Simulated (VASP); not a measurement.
# HfO2 (P1) in VASP: further runs

Runs on HfO2. Level: LDA. Tasks: single point.

All numbers are computed with VASP 6.6.1; they aren't measurements. Logs are shortened: lines on timing, memory, paths and dates and some standing lists are left out, and cuts for length are marked.

## 1. The cell of the first run

The typed cell holds 12 atoms: a = 5.280 Å, b = 5.280 Å, c = 5.280 Å, α = 90.00°, β = 90.00°, γ = 90.00°.

## 2. Single point, LDA

File INCAR:

```
PREC = Accurate
ENCUT = 520
EDIFF = 1E-6
ISMEAR = -1
SIGMA = 0.24
LREAL = False
LASPH = True
NELM = 60
ALGO = Normal
ISIF = 2
LWAVE = False
LCHARG = False
NBANDS = 56
```

File KPOINTS:

```
Automatic mesh
0
Gamma
  2 2 2
```

File POSCAR:

```
HfO2
1.0
    5.2801130000      0.0000000000      0.0000000000
    0.0000000000      5.2801130000      0.0000000000
    0.0000000000      0.0000000000      5.2801130000
Hf O
4 8
Direct
    0.0078218023     -0.0490709195      0.0657940465
    0.5058603859      0.4892319539     -0.0610024823
    0.4922811311      0.0297342121      0.4597250097
    0.0091096535      0.5270909922      0.5335870653
    0.2227603841      0.2249951848      0.3533447106
    0.7799643682      0.7495672915      0.8369896629
    0.8081077053      0.8334859500      0.3653899074
    0.1306979604      0.2811303470      0.8543756545
    0.6834702212      0.3095577689      0.6186420632
    0.2548430308      0.6863300085      0.2031395919
    0.2860166061      0.7449840562      0.6999660803
    0.6658759008      0.2035751886      0.0892973313
```

Potentials or basis: VASP PAW LDA potentials, release 64 (Hf_pv, O).

Run with:

```bash
> cat potpaw_LDA.64/Hf_pv/POTCAR potpaw_LDA.64/O/POTCAR > POTCAR
> mpirun -np 1 vasp_std > vasp.out
```

OUTCAR:

```text
PREC = Accurate
   ENCUT = 520
   EDIFF = 1E-6
   ISMEAR = -1
   LREAL = False
   LASPH = True
   NELM = 60
   ISIF = 2

 ion  position               nearest neighbor table
   1  0.008  0.951  0.066-   7 2.00   6 2.01  10 2.04   8 2.17  12 2.25   5 2.38  11 2.66   3 3.32
                             4 3.33   3 3.45   4 3.59   2 3.65   2 3.66
   2  0.506  0.489  0.939-  12 1.90   6 2.07   9 2.15  11 2.18  10 2.19   8 2.31   4 3.39   4 3.42
                             3 3.51   1 3.65   1 3.66   3 3.67   3 3.81
   3  0.492  0.030  0.460-   5 1.84   9 1.98   7 2.03  11 2.25  12 2.35  10 2.59   6 2.91   1 3.32
                             1 3.45   2 3.51   2 3.67   4 3.68   4 3.70   4 3.81   2 3.81   4 3.83
   4  0.009  0.527  0.534-  11 2.06   9 2.12   7 2.13   5 2.17   8 2.23   6 2.33  10 2.33   1 3.33
                             2 3.39   2 3.42   1 3.59   3 3.68   3 3.70   3 3.81   3 3.83
   5  0.223  0.225  0.353-   3 1.84   4 2.17   1 2.38
   6  0.780  0.750  0.837-   1 2.01   2 2.07   4 2.33   3 2.91
   7  0.808  0.833  0.365-   1 2.00   3 2.03   4 2.13
   8  0.131  0.281  0.854-   1 2.17   4 2.23   2 2.31
   9  0.683  0.310  0.619-   3 1.98   4 2.12   2 2.15
  10  0.255  0.686  0.203-   1 2.04   2 2.19   4 2.33   3 2.59
  11  0.286  0.745  0.700-   4 2.06   2 2.18   3 2.25   1 2.66
  12  0.666  0.204  0.089-   2 1.90   1 2.25   3 2.35

  LATTYP: Found a simple cubic cell.
 ALAT       =     5.2801130000

  Lattice vectors:

 A1 = (   5.2801130000,   0.0000000000,   0.0000000000)
 A2 = (   0.0000000000,   5.2801130000,   0.0000000000)
 A3 = (   0.0000000000,   0.0000000000,   5.2801130000)

Analysis of symmetry for initial positions (statically):
=====================================================================
 Subroutine PRICEL returns:
 Original cell was already a primitive cell.

 Routine SETGRP: Setting up the symmetry group for a
 simple cubic supercell.

 Subroutine GETGRP returns: Found  1 space group operations
 (whereof  1 operations were pure point group operations)
 out of a pool of 48 trial point group operations.

The static configuration has the point symmetry C_1 .

Analysis of symmetry for dynamics (positions and initial velocities):
=====================================================================
 Subroutine PRICEL returns:
 Original cell was already a primitive cell.

 Routine SETGRP: Setting up the symmetry group for a
 simple cubic supercell.

 Subroutine GETGRP returns: Found  1 space group operations
 (whereof  1 operations were pure point group operations)
 out of a pool of 48 trial point group operations.

The dynamic configuration has the point symmetry C_1 .

 Subroutine INISYM returns: Found  1 space group operations
 (whereof  1 operations are pure point group operations),
 and found     1 'primitive' translations

----------------------------------------------------------------------------------------

                                     Primitive cell

  volume of cell :     147.2074

  direct lattice vectors                    reciprocal lattice vectors
     5.280113000  0.000000000  0.000000000     0.189389886  0.000000000  0.000000000
     0.000000000  5.280113000  0.000000000     0.000000000  0.189389886  0.000000000
     0.000000000  0.000000000  5.280113000     0.000000000  0.000000000  0.189389886

  length of vectors
     5.280113000  5.280113000  5.280113000     0.189389886  0.189389886  0.189389886

  position of ions in fractional coordinates (direct lattice)
     0.007821802  0.950929081  0.065794047
     0.505860386  0.489231954  0.938997518
     0.492281131  0.029734212  0.459725010
     0.009109653  0.527090992  0.533587065
     0.222760384  0.224995185  0.353344711
     0.779964368  0.749567292  0.836989663
     0.808107705  0.833485950  0.365389907
     0.130697960  0.281130347  0.854375654
     0.683470221  0.309557769  0.618642063
     0.254843031  0.686330009  0.203139592
     0.286016606  0.744984056  0.699966080
     0.665875901  0.203575189  0.089297331

  ion indices of the primitive-cell ions
   primitive index   ion index
                 1           1
                 2           2
                 3           3
                 4           4
                 5           5
                 6           6
                 7           7
                 8           8
                 9           9
                10          10
                11          11
                12          12

----------------------------------------------------------------------------------------

 KPOINTS: Automatic mesh

Automatic generation of k-mesh.
 Grid dimensions read from file:
 generate k-points for:    2    2    2

 Generating k-lattice:

  Cartesian coordinates                     Fractional coordinates (reciprocal lattice)
     0.094694943  0.000000000  0.000000000     0.500000000  0.000000000  0.000000000
     0.000000000  0.094694943  0.000000000     0.000000000  0.500000000  0.000000000
     0.000000000  0.000000000  0.094694943     0.000000000  0.000000000  0.500000000

  Length of vectors
     0.094694943  0.094694943  0.094694943

  Shift w.r.t. Gamma in fractional coordinates (k-lattice)
     0.000000000  0.000000000  0.000000000

 Subroutine IBZKPT returns following result:
 ===========================================

 Found      8 irreducible k-points:

 Following reciprocal coordinates:
            Coordinates               Weight
  0.000000  0.000000  0.000000      1.000000
  0.500000  0.000000  0.000000      1.000000
  0.000000  0.500000  0.000000      1.000000
  0.000000  0.000000  0.500000      1.000000
  0.500000  0.500000  0.000000      1.000000
  0.000000  0.500000  0.500000      1.000000
  0.500000  0.000000  0.500000      1.000000
  0.500000  0.500000  0.500000      1.000000
   k-points           NKPTS =      8   k-points in BZ     NKDIM =      8   number of bands    NBANDS=     56
   number of dos      NEDOS =    301   number of ions     NIONS =     12
   total plane-waves  NPLWV =  64000
   dimension x,y,z NGX =    40 NGY =   40 NGZ =   40
   dimension x,y,z NGXF=    80 NGYF=   80 NGZF=   80
   ions per type =               4   8
   NGX,Y,Z   is equivalent  to a cutoff of  12.59, 12.59, 12.59 a.u.
   NGXF,Y,Z  is equivalent  to a cutoff of  25.19, 25.19, 25.19 a.u.
 SYSTEM =  unknown system
   PREC   = accura    normal or accurate (medium, high low for compatibility)
   ISTART =      0    job   : 0-new  1-cont  2-samecut
   ICHARG =      2    charge: 1-file 2-atom 10-const
   ISPIN  =      1    spin polarized calculation?
   LNONCOLLINEAR =      F non collinear calculations
   LSORBIT =      F    spin-orbit coupling
   LASPH  =      T    aspherical Exc in radial PAW
   ENCUT  =  520.0 eV  38.22 Ry    6.18 a.u.   9.82  9.82  9.82*2*pi/ulx,y,z
   NELM   =     60;   NELMIN=  2; NELMDL= -5     # of ELM steps
   EDIFF  = 0.1E-05   stopping-criterion for ELM
   LREAL  =      F    real-space projection
   EDIFFG = 0.1E-04   stopping-criterion for IOM
   NSW    =      0    number of steps for IOM
   IBRION =     -1    ionic relax: 0-MD 1-quasi-New 2-CG
   NFREE  =      0    steps in history (QN), initial steepest desc. (CG)
   ISIF   =      2    stress and relaxation
   ISYM   =      2    0-nonsym 1-usesym 2-fastsym
   POTIM  = 0.5000    time-step for ionic-motion
   TEBEG  =    0.0;   TEEND  =   0.0 temperature during run
   PSTRESS=    0.0 pullay stress
   NELECT =      88.0000    total number of electrons
   NUPDOWN=      -1.0000    fix difference up-down
   EMIN   =  10.00;   EMAX   =-10.00  energy-range for DOS
   EFERMI =   0.00;   METHOD = LEGACY
   ISMEAR =    -1;   SIGMA  =   0.24  broadening in eV -4-tet -1-fermi 0-gaus
   EFERMI_NEDOS =   21; number of points for ismear=-14 and -15
   IALGO  =     38    algorithm
   IMIX   =      4    mixing-type and parameters
     AMIX     =   0.40;   BMIX     =  1.00
     AMIX_MAG =   1.60;   BMIX_MAG =  1.00
  volume/ion in A,a.u.               =      12.27        82.78
  Fermi-wavevector in a.u.,A,eV,Ry     =   1.379090  2.606102 25.876761  1.901888
  Thomas-Fermi vector in A             =   2.504091
   LORBIT       =      0    0 simple, 1 ext, 2 COOP (PROOUT), +10 PAW based schemes
   GGA     = CA    functional components
   LHFCALC =     F    Hartree Fock is set to
   AEXX    =    0.0000 exact exchange contribution
   IVDW    =     0    specifies the selected vdW correction
   LEPSILON=     F    determine dielectric tensor
   LRPA    =     F    only Hartree local field effects (RPA)
 non-spin polarized calculation
  energy-cutoff  :      520.00
  volume of cell :      147.21
 maximum number of plane-waves:      3980
 NGX is ok and might be reduce to    40
   NGX = 19   NGY = 19   NGZ = 19

 number of electron      88.0000004 magnetization

 Free energy of the ion-electron system (eV)
  ---------------------------------------------------
  ext. energy  EPLUGINS =         0.00000000
  ---------------------------------------------------
  free energy    TOTEN  =      -129.15357238 eV

  energy without entropy =     -129.14915097  energy(sigma->0) =     -129.15136168

 E-fermi :   4.5234     XC(G=0): -11.6055

 val. band max:        2.9218734493   @ k =   0.0000   0.0000   0.0000
 cond. band min:       6.0389138946   @ k =   0.0000   0.0000   0.0000
 fundamental gap:      3.1170404453
 Fermi energy:         4.5234090628

 k-point     1 :       0.0000    0.0000    0.0000
  band No.  band energies     occupation
      1     -27.2021      2.00000
      2     -27.1613      2.00000
      3     -27.1069      2.00000
      4     -26.9343      2.00000
      5     -26.8780      2.00000
      6     -26.8468      2.00000
[... 461 lines left out ...]
     55       8.8139      0.00000
     56       8.9297      0.00000

------------------------ aborting loop because EDIFF is reached ----------------------------------------

  FORCE on cell =-STRESS in cart. coord.  units (eV):
  Direction    XX          YY          ZZ          XY          YZ          ZX
  --------------------------------------------------------------------------------------
  -------------------------------------------------------------------------------------
  Total      -13.5636701    -17.4434027     -3.7778303     -5.1725925      0.9576981      7.2744806
  in kB     -147.6244013   -189.8506723    -41.1171858    -56.2975110     10.4234036     79.1740614
  external PRESSURE =    -126.1974198 kB  Pullay stress =       0.0000000 kB

 VOLUME and BASIS-vectors are now :
 -----------------------------------------------------------------------------
  energy-cutoff  :      520.00
  volume of cell :      147.21
      direct lattice vectors                 reciprocal lattice vectors
     5.280113000  0.000000000  0.000000000     0.189389886  0.000000000  0.000000000
     0.000000000  5.280113000  0.000000000     0.000000000  0.189389886  0.000000000
     0.000000000  0.000000000  5.280113000     0.000000000  0.000000000  0.189389886

 POSITION                                       TOTAL-FORCE (eV/Angst)
 -----------------------------------------------------------------------------------
      0.04130      5.02101      0.34740         0.150260      2.237769     -2.149620
      2.67100      2.58320      4.95801        -2.158925      0.483589     -0.604419
      2.59930      0.15700      2.42740         1.481217     -1.560874      1.569060
      0.04810      2.78310      2.81740         1.188995     -0.553344      1.098190
      1.17620      1.18800      1.86570        -3.388121      0.729323     -1.031590
      4.11830      3.95780      4.41940         0.352941     -0.955105      0.461447
      4.26690      4.40090      1.92930         0.517754     -1.687832     -0.292928
      0.69010      1.48440      4.51120         1.451218      0.282717     -0.473230
      3.60880      1.63450      3.26650        -0.593171      0.744488     -0.414421
      1.34560      3.62390      1.07260         0.482433      0.928300      0.266427
      1.51020      3.93360      3.69590        -0.077608      0.669723     -0.591998
      3.51590      1.07490      0.47150         0.593006     -1.318754      2.163082
 -----------------------------------------------------------------------------------
    total drift:                               -0.000585     -0.000420      0.001105

  FREE ENERGIE OF THE ION-ELECTRON SYSTEM (eV)
  ---------------------------------------------------
  free  energy   TOTEN  =      -129.1535723818 eV

  energy  without entropy=     -129.1491509739  energy(sigma->0) =     -129.15136168
```

Run time: 75 s. Hardware: 1 thread of Intel Xeon 6975P-C, shared host; peak memory 0.22 GiB.

Results:

| Quantity | Value |
| --- | --- |
| Free energy | -129.1536 eV |
| Pressure | -12.6 GPa |
| Largest force | 3.616 eV/Å |
| Band gap on the k mesh | 3.12 eV, direct |

Forces on the atoms (eV/Å):
```
Hf   0.150  2.238 -2.150
Hf  -2.159  0.484 -0.604
Hf   1.481 -1.561  1.569
Hf   1.189 -0.553  1.098
O   -3.388  0.729 -1.032
O    0.353 -0.955  0.461
O    0.518 -1.688 -0.293
O    1.451  0.283 -0.473
O   -0.593  0.744 -0.414
O    0.482  0.928  0.266
O   -0.078  0.670 -0.592
O    0.593 -1.319  2.163
```

Caveat: the k points lie up to 0.59 Å⁻¹ apart; spin-orbit coupling is left out, which moves the levels of the heavy elements; forces of over 1 eV/Å act on the atoms, so gaps and moduli don't describe the material at rest.

## 3. Single point, LDA

File INCAR:

```
  PREC = Accurate
  ENCUT = 520
  EDIFF = 1E-6
  ISMEAR = -1
  SIGMA = 0.24
  LREAL = False
  LASPH = True
  NELM = 80
  ALGO = Normal
  ISIF = 2
  LWAVE = False
  LCHARG = False
  NBANDS = 56
```

KPOINTS is that of step 2.

File POSCAR:

```
HfO2
1.0
    5.2801130000      0.0000000000      0.0000000000
    0.0000000000      5.2801130000      0.0000000000
    0.0000000000      0.0000000000      5.2801130000
Hf O
4 8
Direct
    0.0052460998     -0.0145072653      0.0367605769
    0.4982847905      0.4982847905     -0.0470255087
    0.4916372055      0.0072915106      0.4443654899
    0.0084089109      0.5118451063      0.5557267430
    0.2052796976      0.2378547580      0.3315269957
    0.7867445261      0.7244163146      0.8682768721
    0.8390540127      0.7880134383      0.4097071407
    0.1898065439      0.3086865755      0.8721783038
    0.6681864574      0.2885923085      0.6225813728
    0.2603921545      0.7189808248      0.2013593270
    0.3339701253      0.7364236334      0.6702886851
    0.6766900633      0.1643146652      0.1376485693
```

Potentials or basis: VASP PAW LDA potentials, release 64 (Hf_pv, O).

Run with:

```bash
> cat potpaw_LDA.64/Hf_pv/POTCAR potpaw_LDA.64/O/POTCAR > POTCAR
> mpirun -np 1 vasp_std > vasp.out
```

It took 70 s on 1 thread of Intel Xeon 6975P-C, shared host; peak memory 0.22 GiB.

It converged, with:

```yaml
Free_energy: -129.3335 eV
Pressure: -12.2 GPa
Largest_force: 3.498 eV/Å
Band_gap_on_the_k_mesh: 3.68 eV, direct
```

Forces on the atoms (eV/Å):
```
Hf   0.296  0.370  2.011
Hf  -0.561 -0.636  0.761
Hf   0.461 -0.058 -0.144
Hf   1.664 -1.442 -0.022
O   -1.031 -0.849  0.960
O    1.815 -0.156  0.249
O   -1.831  1.912 -2.286
O   -1.992 -1.770 -1.539
O    0.866  0.896  1.188
O    1.229  1.197 -1.347
O   -1.233 -0.320  1.311
O    0.317  0.856 -1.141
```

Stress tensor (GPa, compression positive):
```
-16.29   0.64   5.09
  0.64 -18.94   0.26
  5.09   0.26  -1.31
```

Levels at points of the mesh, in eV from the valence-band top:
| k point | band 42 | band 43 | band 44 | band 45 | band 46 | band 47 |
| --- | --- | --- | --- | --- | --- | --- |
| (0.00, 0.00, 0.00) | -0.30 | -0.19 | 0.00 | 3.68 | 4.21 | 4.59 |
| (0.50, 0.00, 0.00) | -0.49 | -0.34 | -0.03 | 4.06 | 4.08 | 4.59 |
| (0.00, 0.50, 0.00) | -0.49 | -0.29 | -0.06 | 4.13 | 4.37 | 4.60 |
| (0.00, 0.00, 0.50) | -0.94 | -0.81 | -0.55 | 3.99 | 4.31 | 4.51 |
| (0.50, 0.50, 0.00) | -0.55 | -0.23 | -0.15 | 3.97 | 4.10 | 4.51 |
| (0.00, 0.50, 0.50) | -0.79 | -0.70 | -0.54 | 4.20 | 4.45 | 4.63 |
| (0.50, 0.00, 0.50) | -0.85 | -0.83 | -0.42 | 3.92 | 4.08 | 4.42 |
| (0.50, 0.50, 0.50) | -1.04 | -0.98 | -0.80 | 3.98 | 4.14 | 4.45 |

Caveat: the k points lie up to 0.59 Å⁻¹ apart; spin-orbit coupling is left out, which moves the levels of the heavy elements; forces of over 1 eV/Å act on the atoms, so gaps and moduli don't describe the material at rest.

## 4. Single point, LDA

File INCAR:

```
SYSTEM = HfO2
  ALGO = Normal
  EDIFF = 1E-6
  ENCUT = 520
  GGA = CA
  ISIF = 2
  ISMEAR = -1
  LASPH = .True.
  LCHARG = .True.
  LELF = .True.
  LREAL = .False.
  LVHAR = .True.
  LWAVE = .False.
  NBANDS = 56
  NELM = 60
  PREC = Accurate
  SIGMA = 0.24
```

File KPOINTS:

```
k-points
0
Gamma
  2 2 2
  0 0 0
```

File POSCAR:

```
HfO2
1.0
    5.2801130000      0.0000000000      0.0000000000
    0.0000000000      5.2801130000      0.0000000000
    0.0000000000      0.0000000000      5.2801130000
Hf O
4 8
Direct
   -0.0017045090      0.0343174474      0.0592411564
    0.4957280270      0.5045157178     -0.0286546898
    0.5153298803      0.0038635537      0.4454071343
   -0.0270827537      0.4553879813      0.5453292382
    0.2531385218      0.2435364546      0.2835355986
    0.8382775141      0.7220489410      0.8145469614
    0.7766311062      0.8074637797      0.3144629670
    0.1560951442      0.2803538485      0.8163272263
    0.7648510553      0.1864922209      0.7149846982
    0.3420191954      0.8317435631      0.0625744184
    0.3159970251      0.6356303359      0.5386627142
    0.7507415088      0.3140841872      0.2170029316
```

Run with:

```bash
> cat potpaw_LDA.64/Hf_pv/POTCAR potpaw_LDA.64/O/POTCAR > POTCAR
> mpirun -np 1 vasp_std > vasp.out
```

Run time: 74 s. Hardware: 1 thread of Intel Xeon 6975P-C, shared host; peak memory 0.22 GiB.

It converged, with:

```yaml
Free_energy: -127.7904 eV
Pressure: -15.6 GPa
Largest_force: 4.390 eV/Å
Band_gap_on_the_k_mesh: 3.22 eV, indirect (least direct gap 3.36 eV)
```

Forces on the atoms (eV/Å):
```
Hf  -0.570 -1.198 -2.181
Hf  -0.147  0.685 -0.856
Hf  -1.459 -1.006  1.522
Hf   0.581  2.964 -0.992
O   -0.735 -0.348  0.298
O   -1.133 -1.790  0.410
O    2.381 -0.523 -0.995
O    4.229  0.433  1.097
O   -3.896 -0.146 -0.093
O   -0.298 -0.643  0.221
O    1.428  2.398  1.310
O   -0.378 -0.825  0.259
```

Stress tensor (GPa, compression positive):
```
-16.97  -5.05  -4.15
 -5.05 -18.64  -0.01
 -4.15  -0.01 -11.04
```

Levels at points of the mesh, in eV from the valence-band top:
| k point | band 40 | band 41 | band 42 | band 43 | band 44 | band 45 | band 46 | band 47 | band 48 | band 49 |
| --- | --- | --- | --- | --- | --- | --- | --- | --- | --- | --- |
| (0.00, 0.00, 0.00) | -1.14 | -1.08 | -0.86 | -0.27 | 0.00 | 3.36 | 3.84 | 3.99 | 4.41 | 4.51 |
| (0.50, 0.00, 0.00) | -1.23 | -0.92 | -0.75 | -0.26 | -0.14 | 3.54 | 3.91 | 4.27 | 4.37 | 4.54 |
| (0.00, 0.50, 0.00) | -1.15 | -0.84 | -0.81 | -0.34 | -0.31 | 3.45 | 3.86 | 4.15 | 4.40 | 4.49 |
| (0.00, 0.00, 0.50) | -1.41 | -1.16 | -0.87 | -0.59 | -0.45 | 3.64 | 3.77 | 4.13 | 4.22 | 4.36 |
| (0.50, 0.50, 0.00) | -1.43 | -1.26 | -0.85 | -0.57 | -0.31 | 3.44 | 3.55 | 3.71 | 4.40 | 4.59 |
| (0.00, 0.50, 0.50) | -1.54 | -1.31 | -0.92 | -0.57 | -0.25 | 3.57 | 3.85 | 4.21 | 4.27 | 4.62 |
| (0.50, 0.00, 0.50) | -1.59 | -1.23 | -0.98 | -0.64 | -0.33 | 3.54 | 3.67 | 4.10 | 4.12 | 4.39 |
| (0.50, 0.50, 0.50) | -1.43 | -1.38 | -0.97 | -0.84 | -0.43 | 3.22 | 3.37 | 3.99 | 4.32 | 4.45 |

Caveat: the k points lie up to 0.59 Å⁻¹ apart; spin-orbit coupling is left out, which moves the levels of the heavy elements; forces of over 1 eV/Å act on the atoms, so gaps and moduli don't describe the material at rest.
